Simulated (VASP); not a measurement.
# H3C8Cl in VASP: notebook

The runs below take H3C8Cl through single point, with PBEsol.

Everything below comes from runs of VASP 6.6.1. Logs are shortened: lines on timing, memory, paths and dates and some standing lists are left out, and cuts for length are marked.

### Step 1. The cell of the first run

The cell holds a slab with vacuum, 24 atoms: a = 5.049 Å, b = 5.049 Å, c = 15.776 Å, α = 90.00°, β = 90.00°, γ = 60.00°.

### Step 2. Single point, PBEsol

INCAR reads:

```
PREC     = Accurate       # precision mode
ENCUT    = 520            # plane-wave cutoff, eV
EDIFF    = 1E-6           # SCF threshold, eV
ISMEAR   = 0              # smearing method
SIGMA    = 0.05           # smearing width, eV
LREAL    = Auto         
LASPH    = True           # aspherical terms in the spheres
NELM     = 60             # most SCF steps
ALGO     = Normal         # electronic algorithm
ISIF     = 2              # what is computed and relaxed
LWAVE    = False          # write WAVECAR
LCHARG   = True           # write CHGCAR
GGA      = PS             # functional
LELF     = True           # ELF
LVHAR    = True         
NBANDS   = 60             # bands
```

KPOINTS reads:

```
Automatic mesh
0
Gamma
  3 3 1
```

POSCAR reads:

```
H3C8Cl
1.0
    5.0487420000      0.0000000000      0.0000000000
    2.5243710000      4.3723390000      0.0000000000
    0.0000000000      0.0000000000     15.7764260000
H C Cl
6 16 2
Direct
    0.1666667848      0.1666666285      0.0633857123
    0.6666667848      0.1666666285      0.0633857123
    0.1666666285      0.6666667429      0.0633857123
    0.6666666285      0.6666667429      0.0633857123
   -0.0036299719      0.5034817749      0.3657495050
    0.4955304017      0.4976023131      0.3652138957
    0.1666667848      0.1666666285      0.1331099959
    0.6666667848      0.1666666285      0.1331099959
    0.1666666285      0.6666667429      0.1331099959
    0.6666666285      0.6666667429      0.1331099959
   -0.1666666285      0.3333332571      0.1657717027
    0.3333333715      0.3333332571      0.1657717027
   -0.1666665867      0.8333333715      0.1657717027
    0.3333334133      0.8333333715      0.1657717027
   -0.1707040167      0.3344043085      0.2652787773
    0.3273384806      0.3359298078      0.2637487096
   -0.1710430007      0.8355166422      0.2666067080
    0.3278797913      0.8318133612      0.2641614140
   -0.0060375075      0.0017144142      0.2892759742
    0.4885060885      0.0029990813      0.2950884440
   -0.0041834690      0.5020210007      0.2957078492
    0.4953913720      0.4987360312      0.2952017143
    0.4258082204      0.0056834568      0.4068108328
    0.9104809361      0.0232100027      0.4530483647
```

Potentials or basis: VASP PAW PBE potentials, release 64 (H, C, Cl).

Command:

```bash
> cat potpaw_PBE.64/H/POTCAR potpaw_PBE.64/C/POTCAR potpaw_PBE.64/Cl/POTCAR > POTCAR
> mpirun -np 1 vasp_std > vasp.out
```

OUTCAR:

```text
PREC = Accurate
   ENCUT = 520
   EDIFF = 1E-6
   ISMEAR = 0
   LREAL = Auto
   LASPH = True
   NELM = 60
   ISIF = 2
   GGA = PS

 ion  position               nearest neighbor table
   1  0.167  0.167  0.063-   7 1.10
   2  0.667  0.167  0.063-   8 1.10
   3  0.167  0.667  0.063-   9 1.10
   4  0.667  0.667  0.063-  10 1.10
   5  0.996  0.503  0.366-  21 1.11
   6  0.496  0.498  0.365-  22 1.10
   7  0.167  0.167  0.133-   1 1.10  12 1.55  14 1.55  11 1.55
   8  0.667  0.167  0.133-   2 1.10  11 1.55  13 1.55  12 1.55
   9  0.167  0.667  0.133-   3 1.10  13 1.55  14 1.55  12 1.55
  10  0.667  0.667  0.133-   4 1.10  14 1.55  13 1.55  11 1.55
  11  0.833  0.333  0.166-   8 1.55   7 1.55  10 1.55  15 1.57
  12  0.333  0.333  0.166-   7 1.55   8 1.55   9 1.55  16 1.55
  13  0.833  0.833  0.166-   9 1.55   8 1.55  10 1.55  17 1.59
  14  0.333  0.833  0.166-  10 1.55   7 1.55   9 1.55  18 1.55
  15  0.829  0.334  0.265-  19 1.50  22 1.53  21 1.54  11 1.57
  16  0.327  0.336  0.264-  22 1.53  21 1.53  20 1.54  12 1.55
  17  0.829  0.836  0.267-  19 1.49  21 1.53  20 1.55  13 1.59
  18  0.328  0.832  0.264-  19 1.51  20 1.53  22 1.54  14 1.55
  19  0.994  0.002  0.289-  17 1.49  15 1.50  18 1.51
  20  0.489  0.003  0.295-  18 1.53  16 1.54  17 1.55  23 1.79
  21  0.996  0.502  0.296-   5 1.11  17 1.53  16 1.53  15 1.54
  22  0.495  0.499  0.295-   6 1.10  16 1.53  15 1.53  18 1.54
  23  0.426  0.006  0.407-  20 1.79  24 2.60  24 2.66
  24  0.910  0.023  0.453-  23 2.60  23 2.66

  LATTYP: Found a hexagonal cell.
 ALAT       =     5.0487421480
 C/A-ratio  =     3.1248230822

  Lattice vectors:

 A1 = (  -2.5243710000,  -4.3723390000,   0.0000000000)
 A2 = (   5.0487420000,   0.0000000000,   0.0000000000)
 A3 = (   0.0000000000,   0.0000000000,  15.7764260000)

Analysis of symmetry for initial positions (statically):
=====================================================================
 Subroutine PRICEL returns:
 Original cell was already a primitive cell.

 Routine SETGRP: Setting up the symmetry group for a
 hexagonal supercell.

 Subroutine GETGRP returns: Found  1 space group operations
 (whereof  1 operations were pure point group operations)
 out of a pool of 24 trial point group operations.

The static configuration has the point symmetry C_1 .

Analysis of symmetry for dynamics (positions and initial velocities):
=====================================================================
 Subroutine PRICEL returns:
 Original cell was already a primitive cell.

 Routine SETGRP: Setting up the symmetry group for a
 hexagonal supercell.

[... 136 lines left out ...]
   POTIM  = 0.5000    time-step for ionic-motion
   TEBEG  =    0.0;   TEEND  =   0.0 temperature during run
   PSTRESS=    0.0 pullay stress
   NELECT =      84.0000    total number of electrons
   NUPDOWN=      -1.0000    fix difference up-down
   EMIN   =  10.00;   EMAX   =-10.00  energy-range for DOS
   EFERMI =   0.00;   METHOD = LEGACY
   ISMEAR =     0;   SIGMA  =   0.05  broadening in eV -4-tet -1-fermi 0-gaus
   EFERMI_NEDOS =   21; number of points for ismear=-14 and -15
   IALGO  =     38    algorithm
   IMIX   =      4    mixing-type and parameters
     AMIX     =   0.40;   BMIX     =  1.00
     AMIX_MAG =   1.60;   BMIX_MAG =  1.00
  volume/ion in A,a.u.               =      14.51        97.92
  Fermi-wavevector in a.u.,A,eV,Ry     =   1.019059  1.925743 14.129399  1.038482
  Thomas-Fermi vector in A             =   2.152552
   LORBIT       =      0    0 simple, 1 ext, 2 COOP (PROOUT), +10 PAW based schemes
   GGA     = PS    functional components
   LHFCALC =     F    Hartree Fock is set to
   AEXX    =    0.0000 exact exchange contribution
   IVDW    =     0    specifies the selected vdW correction
   LEPSILON=     F    determine dielectric tensor
   LRPA    =     F    only Hartree local field effects (RPA)
 non-spin polarized calculation
 Gauss-broadening in eV      SIGMA  =   0.05
  energy-cutoff  :      520.00
  volume of cell :      348.26
 maximum number of plane-waves:      9407
 NGX is ok and might be reduce to    40
   NGX = 19   NGY = 19   NGZ = 59

 number of electron      84.0000001 magnetization

 Free energy of the ion-electron system (eV)
  ---------------------------------------------------
  ext. energy  EPLUGINS =         0.00000000
  ---------------------------------------------------
  free energy    TOTEN  =      -177.04790958 eV

  energy without entropy =     -177.04677015  energy(sigma->0) =     -177.04733987

 E-fermi :   1.0737     XC(G=0):  -6.1283

 val. band max:        0.9959124091   @ k =   0.0000   0.3333   0.0000
 cond. band min:       1.1528791596   @ k =   0.3333   0.0000   0.0000
 fundamental gap:      0.1569667505
 Fermi energy:         1.0736743685

 k-point     1 :       0.0000    0.0000    0.0000
  band No.  band energies     occupation
      1     -20.4324      2.00000
      2     -17.9962      2.00000
      3     -16.1358      2.00000
      4     -15.1325      2.00000
      5     -15.0912      2.00000
      6     -14.9618      2.00000
[... 274 lines left out ...]
     53       7.5505      0.00000
     54       7.6517      0.00000
 [bands above 54 left out]

------------------------ aborting loop because EDIFF is reached ----------------------------------------

  FORCE on cell =-STRESS in cart. coord.  units (eV):
  Direction    XX          YY          ZZ          XY          YZ          ZX
  --------------------------------------------------------------------------------------
  -------------------------------------------------------------------------------------
  Total        3.7768252     -1.5806324     -2.5410167      0.1540108     -0.4221645      4.1572665
  in kB       17.3752809     -7.2716980    -11.6899450      0.7085267     -1.9421675     19.1255010
  external PRESSURE =      -0.5287874 kB  Pullay stress =       0.0000000 kB

 VOLUME and BASIS-vectors are now :
 -----------------------------------------------------------------------------
  energy-cutoff  :      520.00
  volume of cell :      348.26
      direct lattice vectors                 reciprocal lattice vectors
     5.048742000  0.000000000  0.000000000     0.198069143 -0.114355268  0.000000000
     2.524371000  4.372339000  0.000000000     0.000000000  0.228710537  0.000000000
     0.000000000  0.000000000 15.776426000     0.000000000  0.000000000  0.063385712

 POSITION                                       TOTAL-FORCE (eV/Angst)
 -----------------------------------------------------------------------------------
      1.26219      0.72872      1.00000        -0.018450     -0.009376     -0.309577
      3.78656      0.72872      1.00000        -0.006571     -0.005783     -0.307721
      2.52437      2.91489      1.00000        -0.052479      0.011212     -0.285524
      5.04874      2.91489      1.00000         0.008148     -0.007916     -0.338169
      6.30139      2.20139      5.77022         0.003305     -0.018225      0.034533
      3.75794      2.17569      5.76177        -0.005425      0.001812      0.047722
[... 16 lines left out ...]
      2.16414      0.02485      6.41802         0.422283     -0.030716     -0.051068
      4.65537      0.10148      7.14748         0.588377     -0.047382     -0.357163
 -----------------------------------------------------------------------------------
    total drift:                               -0.003460      0.001607     -0.057105

  FREE ENERGIE OF THE ION-ELECTRON SYSTEM (eV)
  ---------------------------------------------------
  free  energy   TOTEN  =      -177.0479095848 eV

  energy  without entropy=     -177.0467701484  energy(sigma->0) =     -177.04733987
```

It took 2.8 min on 1 thread of Intel Xeon 6975P-C (Granite Rapids), shared host; peak memory 0.45 GiB.

What came out:

| Item | Value |
| --- | --- |
| Free energy | -177.0479 eV |
| Largest force | 1.543 eV/Å |
| Band gap on the k mesh | 0.16 eV, indirect (least direct gap 0.36 eV) |

Forces on the atoms (eV/Å):
```
H   -0.018 -0.009 -0.310
H   -0.007 -0.006 -0.308
H   -0.052  0.011 -0.286
H    0.008 -0.008 -0.338
H    0.003 -0.018  0.035
H   -0.005  0.002  0.048
C   -0.008  0.026  1.308
C   -0.006  0.022  1.387
C    0.023 -0.031  1.434
C    0.013 -0.036  1.543
C   -0.077 -0.114 -1.090
C   -0.202 -0.103 -0.913
C   -0.289  0.357 -0.923
C   -0.269  0.022 -1.368
C   -0.012  0.006 -0.005
C   -0.005 -0.008  0.004
C   -0.030 -0.016 -0.039
C   -0.004  0.005  0.050
C   -0.050 -0.005  0.035
C    0.006 -0.007  0.127
C   -0.015 -0.015  0.002
C   -0.013  0.003  0.015
Cl   0.422 -0.031 -0.051
Cl   0.588 -0.047 -0.357
```

Caveat: the k points lie up to 0.48 Å⁻¹ apart; the PAW data sets were made with another functional, which shifts forces and pressure a little.

### Step 3. Single point, PBEsol

INCAR reads:

```
ALGO = Normal ; EDIFF = 1E-6
ENCUT = 520 ; GGA = PS
ISIF = 2 ; ISMEAR = 0
LASPH = True ; LCHARG = False
LREAL = Auto ; LWAVE = False
NBANDS = 60 ; NELM = 100
PREC = Accurate ; SIGMA = 0.05
```

KPOINTS reads:

```
k-points
0
Gamma
  3 3 1
```

POSCAR reads:

```
H3C8Cl
1.0
    5.0487420000      0.0000000000      0.0000000000
    2.5243710000      4.3723390000      0.0000000000
    0.0000000000      0.0000000000     15.7764260000
H C Cl
6 16 2
Direct
    0.1666667848      0.1666666285      0.0633857123
    0.6666667848      0.1666666285      0.0633857123
    0.1666666285      0.6666667429      0.0633857123
    0.6666666285      0.6666667429      0.0633857123
   -0.0005749118      0.5026074145      0.3655211263
    0.5068487531      0.4981923863      0.3652569980
    0.1666667848      0.1666666285      0.1331099959
    0.6666667848      0.1666666285      0.1331099959
    0.1666666285      0.6666667429      0.1331099959
    0.6666666285      0.6666667429      0.1331099959
   -0.1666666285      0.3333332571      0.1657717027
    0.3333333715      0.3333332571      0.1657717027
   -0.1666667848      0.8333333715      0.1657717027
    0.3333332152      0.8333333715      0.1657717027
   -0.1641257831      0.3357857202      0.2635733847
    0.3360365319      0.3340013206      0.2652469577
   -0.1649992406      0.8344865300      0.2658877873
    0.3394028304      0.8320784367      0.2645759566
    0.0061760498      0.0025878597      0.2946838530
    0.5042828894      0.0012501318      0.2908577646
    0.0020392952      0.5010448641      0.2955119239
    0.5049455781      0.4989674863      0.2952534370
    0.0476775257      0.0044543664      0.4061526356
    0.5489646789      0.0089206258      0.4437685696
```

Potentials or basis: VASP PAW PBE potentials, release 64 (H, C, Cl).

Command:

```bash
> cat potpaw_PBE.64/H/POTCAR potpaw_PBE.64/C/POTCAR potpaw_PBE.64/Cl/POTCAR > POTCAR
> mpirun -np 1 vasp_std > vasp.out
```

Run time: 2.4 min. Hardware: 1 thread of Intel Xeon 6975P-C (Granite Rapids), shared host; peak memory 0.45 GiB.

Results (log left out):

* Free energy: -177.2160 eV
* Largest force: 1.573 eV/Å
* Band gap on the k mesh: 0.09 eV, indirect (least direct gap 0.16 eV)

Forces on the atoms (eV/Å):
```
H    0.015 -0.008 -0.314
H    0.006 -0.006 -0.314
H    0.000  0.001 -0.343
H    0.039  0.011 -0.292
H   -0.004 -0.021  0.039
H    0.000  0.001  0.042
C    0.013  0.023  1.320
C    0.001  0.026  1.359
C   -0.011 -0.034  1.572
C   -0.020 -0.027  1.407
C    0.152 -0.089 -0.972
C    0.081 -0.164 -0.994
C    0.177  0.300 -0.942
C    0.296  0.070 -1.222
C   -0.003 -0.012  0.000
C    0.010  0.006 -0.015
C    0.024 -0.019 -0.031
C    0.004  0.005  0.033
C    0.001  0.001  0.138
C    0.037 -0.012  0.066
C    0.012  0.003 -0.012
C    0.014  0.005  0.007
Cl  -0.370 -0.031 -0.092
Cl  -0.474 -0.029 -0.438
```

Levels at points of the mesh, in eV from the valence-band top:
| k point | band 38 | band 39 | band 40 | band 41 | band 42 | band 43 | band 44 | band 45 | band 46 | band 47 |
| --- | --- | --- | --- | --- | --- | --- | --- | --- | --- | --- |
| (0.00, 0.00, 0.00) | -3.38 | -2.58 | -2.03 | -2.00 | -0.07 | 0.09 | 1.83 | 3.12 | 3.59 | 4.15 |

Caveat: the k points lie up to 0.48 Å⁻¹ apart; the PAW data sets were made with another functional, which shifts forces and pressure a little.

### Step 4. Single point, PBEsol

INCAR reads:

```
SYSTEM = H3C8Cl
PREC = Accurate
ENCUT = 520
EDIFF = 1E-6
ISMEAR = 0
SIGMA = 0.05
LREAL = Auto
LASPH = .True.
NELM = 80
ALGO = Normal
ISIF = 2
LWAVE = .False.
LCHARG = .False.
GGA = PS
NBANDS = 60
```

KPOINTS reads:

```
regular mesh
0
Gamma
  3 3 1
  0 0 0
```

POSCAR reads:

```
H3C8Cl
1.0
    5.0487420000      0.0000000000      0.0000000000
    2.5243710000      4.3723390000      0.0000000000
    0.0000000000      0.0000000000     15.7764260000
H C Cl
6 16 2
Direct
    0.1666667848      0.1666666285      0.0633857123
    0.6666667848      0.1666666285      0.0633857123
    0.1666666285      0.6666667429      0.0633857123
    0.6666666285      0.6666667429      0.0633857123
   -0.0018284083      0.5063982916      0.3660183238
    0.5059214953      0.4972786877      0.3650235484
    0.1666667848      0.1666666285      0.1331099959
    0.6666667848      0.1666666285      0.1331099959
    0.1666666285      0.6666667429      0.1331099959
    0.6666666285      0.6666667429      0.1331099959
   -0.1666666285      0.3333332571      0.1657717027
    0.3333333715      0.3333332571      0.1657717027
   -0.1666667848      0.8333333715      0.1657717027
    0.3333332152      0.8333333715      0.1657717027
   -0.1643591656      0.3364755112      0.2638645787
    0.3332246292      0.3351103380      0.2655711756
   -0.1675789550      0.8379691053      0.2683505123
    0.3376852658      0.8304937014      0.2622677658
    0.0091125731      0.0037728090      0.2950025563
    0.4960309574      0.0027074753      0.2889048508
   -0.0005344728      0.5045983397      0.2959776821
    0.5044677083      0.4978280504      0.2949854422
    0.1198099457      0.0113852105      0.4055820374
    0.6467285460      0.0167235432      0.4740282115
```

Command:

```bash
> cat potpaw_PBE.64/H/POTCAR potpaw_PBE.64/C/POTCAR potpaw_PBE.64/Cl/POTCAR > POTCAR
> mpirun -np 1 vasp_std > vasp.out
```

Wall time 2.3 min (1 thread of Intel Xeon 6975P-C (Granite Rapids), shared host); peak memory 0.45 GiB.

Results (log left out):

| Item | Value |
| --- | --- |
| Free energy | -176.6524 eV |
| Largest force | 1.831 eV/Å |
| Band gap on the k mesh | 0.60 eV, indirect (least direct gap 0.62 eV) |

Forces on the atoms (eV/Å):
```
H    0.012 -0.010 -0.299
H    0.001 -0.001 -0.300
H   -0.049 -0.018 -0.320
H    0.066  0.009 -0.289
H    0.002 -0.002  0.036
H    0.010  0.008  0.041
C    0.004  0.047  1.260
C    0.000  0.017  1.439
C   -0.009 -0.026  1.507
C   -0.019 -0.029  1.418
C    0.203 -0.090 -0.881
C   -0.026 -0.143 -1.119
C    0.181  0.459 -0.755
C    0.085 -0.190 -1.819
C    0.004 -0.001 -0.003
C    0.003  0.009 -0.003
C    0.015 -0.002 -0.007
C   -0.004 -0.004  0.022
C    0.014  0.003  0.122
C    0.025 -0.003  0.010
C    0.007  0.002  0.004
C    0.015  0.004  0.009
Cl  -0.317 -0.001 -0.059
Cl  -0.222 -0.037 -0.016
```

Levels at points of the mesh, in eV from the valence-band top:
```csv
k point,band 40,band 41,band 42,band 43,band 44,band 45
"(0.00, 0.00, 0.00)",-0.96,-0.58,-0.04,0.96,2.94,3.81
```

Caveat: the k points lie up to 0.48 Å⁻¹ apart; the PAW data sets were made with another functional, which shifts forces and pressure a little.
